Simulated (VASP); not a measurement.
# Pt (Fm-3m) in VASP: notebook, part 2 of 2

VASP 6.6.1. The steps go on from the part before.

### 4 Relaxation of cell and atoms, PBE

This run uses another cell than the first one, of 15.64 Å³/atom, 0.997 times its volume.

The input, INCAR:

```
ALGO = Fast ; EDIFF = 1E-6
EDIFFG = -0.001 ; ENCUT = 600
GGA = PE ; IBRION = 2
ISIF = 3 ; ISMEAR = -1
LASPH = True ; LCHARG = False
LREAL = False ; LWAVE = False
NELM = 80 ; NSW = 80
PREC = Accurate ; SIGMA = 0.15
```

The input, KPOINTS:

```
k-points
0
Gamma
  20 20 20
```

The input, POSCAR:

```
Pt
1.0
    0.0000000000      1.9850569796      1.9850569796
    1.9850569796      0.0000000000      1.9850569796
    1.9850569796      1.9850569796      0.0000000000
Pt
1
Direct
    0.0000000000      0.0000000000      0.0000000000
```

Potentials or basis: VASP PAW PBE potentials, release 64 (Pt).

Started as:

```bash
$ cat potpaw_PBE.64/Pt/POTCAR > POTCAR
$ mpirun -np 1 vasp_std > vasp.out
```

OUTCAR:

```text
EDIFF = 1E-6
   EDIFFG = -0.001
   ENCUT = 600
   GGA = PE
   IBRION = 2
   ISIF = 3
   ISMEAR = -1
   LASPH = True
   LREAL = False
   NELM = 80
   NSW = 80
   PREC = Accurate

 ion  position               nearest neighbor table
   1  0.000  0.000  0.000-

  LATTYP: Found a face centered cubic cell.
 ALAT       =     3.9701139592

  Lattice vectors:

 A1 = (   0.0000000000,   1.9850569796,   1.9850569796)
 A2 = (   1.9850569796,   0.0000000000,   1.9850569796)
 A3 = (   1.9850569796,   1.9850569796,   0.0000000000)

Analysis of symmetry for initial positions (statically):
=====================================================================
 Subroutine PRICEL returns:
 Original cell was already a primitive cell.

 Routine SETGRP: Setting up the symmetry group for a
 face centered cubic supercell.

 Subroutine GETGRP returns: Found 48 space group operations
 (whereof 48 operations were pure point group operations)
 out of a pool of 48 trial point group operations.

The static configuration has the point symmetry O_h .

Analysis of symmetry for dynamics (positions and initial velocities):
[... 165 lines left out ...]
  -------------------------------------------------------------------------------------
  Total        0.0346674      0.0346674      0.0346674     -0.0000000     -0.0000000     -0.0000000
  in kB        3.5504491      3.5504491      3.5504491     -0.0000000     -0.0000000     -0.0000000
  external PRESSURE =       3.5504491 kB  Pullay stress =       0.0000000 kB
[... 267 lines left out ...]
--------------------------------------- Ionic step        9  -------------------------------------------

 number of electron      10.0000002 magnetization

 Free energy of the ion-electron system (eV)
  ---------------------------------------------------
  ext. energy  EPLUGINS =         0.00000000
  ---------------------------------------------------
  free energy    TOTEN  =        -6.16239765 eV

  energy without entropy =       -6.04839046  energy(sigma->0) =       -6.10539406

 E-fermi :  10.5727     XC(G=0): -13.2624

 val. band max:       10.5658986353   @ k =   0.4500   0.1000   0.0000
 cond. band min:      10.5787541059   @ k =   0.5000   0.2500   0.0500
 fundamental gap:      0.0128554706
 Fermi energy:        10.5726793044

 k-point     1 :       0.0000    0.0000    0.0000
  band No.  band energies     occupation
      1       0.7533      2.00000
      2       6.9894      2.00000
      3       6.9894      2.00000
      4       6.9894      2.00000
      5       9.0108      1.99994
      6       9.0108      1.99994
      7      25.2877      0.00000
      8      30.0361      0.00000
      9      30.0361      0.00000
[... 265 lines left out ...]
 k-point    24 :      -0.3500    0.0500    0.0000
  band No.  band energies     occupation
      1       3.6197      2.00000
      2       7.0607      2.00000
      3       7.1432      2.00000
      4       7.8853      2.00000
      5       9.8148      1.98730
      6      10.4312      1.43954
      7      19.3843      0.00000
      8      25.6869      0.00000
      9      29.7459      0.00000

 [... further k-points ...]
[... 5 lines left out ...]
  --------------------------------------------------------------------------------------
  -------------------------------------------------------------------------------------
  Total        0.0006875      0.0006875      0.0006875     -0.0000000      0.0000000     -0.0000000
  in kB        0.0703116      0.0703116      0.0703116     -0.0000000      0.0000000     -0.0000000
  external PRESSURE =       0.0703116 kB  Pullay stress =       0.0000000 kB
[... 16 lines left out ...]
  FREE ENERGIE OF THE ION-ELECTRON SYSTEM (eV)
  ---------------------------------------------------
  free  energy   TOTEN  =        -6.1623976526 eV

  energy  without entropy=       -6.0483904600  energy(sigma->0) =       -6.10539406

 reached required accuracy - stopping structural energy minimisation
```

CONTCAR:

```text
Pt
   1.00000000000000
    -0.0000000000000000    1.9860068196036431    1.9860068196036431
     1.9860068196036431    0.0000000000000000    1.9860068196036431
     1.9860068196036431    1.9860068196036431    0.0000000000000000
  Pt
     1
Direct
     0.0000000000000000    0.0000000000000000    0.0000000000000000

  0.00000000E+00  0.00000000E+00  0.00000000E+00
```

Wall time 58 s (1 thread of Intel Xeon Platinum 8488C (Sapphire Rapids), shared host); peak memory 0.19 GiB.

Results:

* Free energy: -6.1624 eV
* Relaxed volume: 15.67 Å³/atom
* Relaxed cell: a = 2.809 Å, b = 2.809 Å, c = 2.809 Å, α = 60.00°, β = 60.00°, γ = 60.00°
* Space group after relaxing (to 0.05 Å): Fm-3m (No. 225)
* Energy gained by relaxing: 0.0 meV/atom
* Ionic steps: 9
* Pressure after relaxing: 0.0 GPa
* Band gap on the k mesh: zero (band 5 reaches 11.01 eV, above the bottom of band 6 at 8.91 eV)

Final structure:
```
Pt
1.0
     0.00000    1.98601    1.98601
     1.98601    0.00000    1.98601
     1.98601    1.98601    0.00000
Pt
1
Direct
  0.00000 0.00000 0.00000
```

Caveat: spin-orbit coupling is left out, which moves the levels of the heavy elements.

### 5 Single point, PBE

This run uses another cell than the first one, of 15.64 Å³/atom, 0.997 times its volume.

The input, INCAR:

```
  ALGO = Normal
  EDIFF = 1E-6
  ENCUT = 520
  GGA = PE
  ISIF = 2
  ISMEAR = 0
  LASPH = T
  LCHARG = F
  LREAL = F
  LWAVE = F
  NBANDS = 11
  NELM = 60
  PREC = Accurate
  SIGMA = 0.1
```

The input, KPOINTS:

```
k-points
0
Gamma
  8 8 8
```

The input, POSCAR:

```
Pt
1.0
    0.0000000000      1.9850569792      1.9850569792
    1.9850569792      0.0000000000      1.9850569792
    1.9850569792      1.9850569792      0.0000000000
Pt
1
Direct
    0.0000000000      0.0000000000      0.0000000000
```

Started as:

```bash
$ cat potpaw_PBE.64/Pt/POTCAR > POTCAR
$ mpirun -np 1 vasp_std > vasp.out
```

Run time: 4.5 s. Hardware: 1 thread of AMD EPYC 7R13 (Zen 3), shared host; peak memory 0.11 GiB.

Results (log left out):

```yaml
Free_energy: -6.0864 eV
Pressure: -1.2 GPa
Band_gap_on_the_k_mesh: zero (band 5 reaches 10.99 eV, above the bottom of band 6 at 8.90 eV)
```

Levels at points of the mesh, in eV from the Fermi level:
| k point | band 2 | band 3 | band 4 | band 5 | band 6 | band 7 | band 8 | band 9 |
| --- | --- | --- | --- | --- | --- | --- | --- | --- |
| (0.00, 0.00, 0.00) | -3.53 | -3.53 | -3.53 | -1.50 | -1.50 | 14.81 | 19.57 | 19.57 |
| (0.50, 0.00, 0.00) | -3.58 | -3.58 | -0.25 | 0.06 | 0.06 | 5.61 | 14.37 | 18.80 |
| (0.50, 0.50, 0.00) | -6.19 | 0.03 | 0.49 | 0.49 | 1.93 | 8.54 | 11.35 | 11.35 |

Caveat: spin-orbit coupling is left out, which moves the levels of the heavy elements.

### 6 Single point, PBE

This run uses another cell than the first one, of 15.64 Å³/atom, 0.997 times its volume.

The input, INCAR:

```
SYSTEM = Pt
PREC     = Accurate       ! precision mode
ENCUT    = 520            ! plane-wave cutoff, eV
EDIFF    = 1E-6           ! SCF threshold, eV
ISMEAR   = 0              ! smearing method
SIGMA    = 0.1            ! smearing width, eV
LREAL    = .FALSE.        ! projectors in reciprocal space
LASPH    = .TRUE.         ! aspherical terms in the spheres
NELM     = 80             ! most SCF steps
ALGO     = Normal         ! electronic algorithm
ISIF     = 2              ! what is computed and relaxed
LWAVE    = .FALSE.        ! write WAVECAR
LCHARG   = .FALSE.        ! write CHGCAR
GGA      = PE             ! functional
NBANDS   = 11             ! bands
```

The input, KPOINTS:

```
Automatic mesh
0
G
  18 18 18
  0 0 0
```

The input, POSCAR:

```
Pt
1.0
    0.0000000000      1.9850569791      1.9850569791
    1.9850569791      0.0000000000      1.9850569791
    1.9850569791      1.9850569791      0.0000000000
Pt
1
Direct
    0.0000000000      0.0000000000      0.0000000000
```

Potentials or basis: VASP PAW PBE potentials, release 64 (Pt).

Started as:

```bash
$ cat potpaw_PBE.64/Pt/POTCAR > POTCAR
$ mpirun -np 1 vasp_std > vasp.out
```

OUTCAR:

```text
SYSTEM = Pt
   PREC = Accurate
   ENCUT = 520
   EDIFF = 1E-6
   ISMEAR = 0
   LREAL = .FALSE.
   LASPH = .TRUE.
   NELM = 80
   ISIF = 2
   GGA = PE

 ion  position               nearest neighbor table
   1  0.000  0.000  0.000-

  LATTYP: Found a face centered cubic cell.
 ALAT       =     3.9701139582

  Lattice vectors:

 A1 = (   0.0000000000,   1.9850569791,   1.9850569791)
 A2 = (   1.9850569791,   0.0000000000,   1.9850569791)
 A3 = (   1.9850569791,   1.9850569791,   0.0000000000)

Analysis of symmetry for initial positions (statically):
[... 507 lines left out ...]
      5       8.8560      2.00000
      6       9.4944      2.00000
      7      24.0522      0.00000
      8      27.0415      0.00000
      9      31.2551      0.00000
     10      32.7695      0.00000
     11      33.9727      0.00000

 [... further k-points ...]
[... 5 lines left out ...]
  --------------------------------------------------------------------------------------
  -------------------------------------------------------------------------------------
  Total       -0.0478648     -0.0478648     -0.0478648      0.0000000      0.0000000      0.0000000
  in kB       -4.9020482     -4.9020482     -4.9020482      0.0000000      0.0000000      0.0000000
  external PRESSURE =      -4.9020482 kB  Pullay stress =       0.0000000 kB

 VOLUME and BASIS-vectors are now :
 -----------------------------------------------------------------------------
  energy-cutoff  :      520.00
  volume of cell :       15.64
      direct lattice vectors                 reciprocal lattice vectors
     0.000000000  1.985056979  1.985056979    -0.251881939  0.251881939  0.251881939
     1.985056979  0.000000000  1.985056979     0.251881939 -0.251881939  0.251881939
     1.985056979  1.985056979  0.000000000     0.251881939  0.251881939 -0.251881939

 POSITION                                       TOTAL-FORCE (eV/Angst)
 -----------------------------------------------------------------------------------
      0.00000      0.00000      0.00000         0.000000     -0.000000     -0.000000
 -----------------------------------------------------------------------------------
    total drift:                               -0.000000     -0.000000      0.000000

  FREE ENERGIE OF THE ION-ELECTRON SYSTEM (eV)
  ---------------------------------------------------
  free  energy   TOTEN  =        -6.1000465293 eV

  energy  without entropy=       -6.0887717240  energy(sigma->0) =       -6.09440913
```

stdout:

```text
POSCAR found type information on POSCAR Pt
 POSCAR found :  1 types and       1 ions
 scaLAPACK will be used
 LDA part: xc-table for (Slater+PW92), standard interpolation
 POSCAR, INCAR and KPOINTS ok, starting setup
 FFT: planning ... GRIDC
 FFT: planning ... GRID_SOFT
 FFT: planning ... GRID
 WAVECAR not read
 entering main loop
```

Wall time 51 s (1 thread of AMD EPYC 7R43 (Zen 3), shared host); peak memory 0.14 GiB.

What came out:

- Free energy: -6.1000 eV
- Pressure: -0.5 GPa
- Band gap on the k mesh: zero (band 5 reaches 11.03 eV, above the bottom of band 6 at 8.94 eV)

Levels at points of the mesh, in eV from the Fermi level:
| k point | band 1 | band 2 | band 3 | band 4 | band 5 | band 6 | band 7 | band 8 | band 9 | band 10 |
| --- | --- | --- | --- | --- | --- | --- | --- | --- | --- | --- |
| (0.00, 0.00, 0.00) | -9.81 | -3.57 | -3.57 | -3.57 | -1.54 | -1.54 | 14.74 | 19.50 | 19.50 | 19.50 |
| (0.50, 0.00, 0.00) | -6.95 | -3.63 | -3.63 | -0.32 | 0.03 | 0.03 | 5.56 | 14.29 | 18.73 | 18.73 |
| (0.50, 0.50, 0.00) | -6.68 | -6.25 | -0.01 | 0.45 | 0.45 | 1.85 | 8.49 | 11.28 | 11.28 | 19.70 |

Caveat: spin-orbit coupling is left out, which moves the levels of the heavy elements.

### 7 The runs side by side

| task | cell | k mesh | cutoff (eV) | smearing | gap on the mesh (eV) | pressure (GPa) |
| --- | --- | --- | --- | --- | --- | --- |
| single point | a = 2.810 Å, angles 60.0°, 1 atom | 20 × 20 × 20 | 520 | fermi-dirac 0.15 eV | none | -0.5 |
| single point | a = 2.807 Å, angles 90.0, 60.0, 120.0°, 1 atom | 12 × 12 × 15 | 520 | gaussian 0.1 eV | none | -0.4 |
| relaxation of cell and atoms | relaxed from a = 2.807 Å, angles 60.0°, 1 atom | 20 × 20 × 20 | 600 | fermi-dirac 0.15 eV | none | 0.0 |
| single point | a = 2.807 Å, angles 60.0°, 1 atom | 8 × 8 × 8 | 520 | gaussian 0.1 eV | none | -1.2 |
| single point | a = 2.807 Å, angles 60.0°, 1 atom | 18 × 18 × 18 | 520 | gaussian 0.1 eV | none | -0.5 |

Alike in all rows: level PBE; potentials or basis VASP PAW PBE potentials, release 64 (Pt); no spin polarisation.

Caveats: spin-orbit coupling is left out, which moves the levels of the heavy elements.

Total energies depend on the potentials used, so only differences within one code and one set of settings carry meaning.
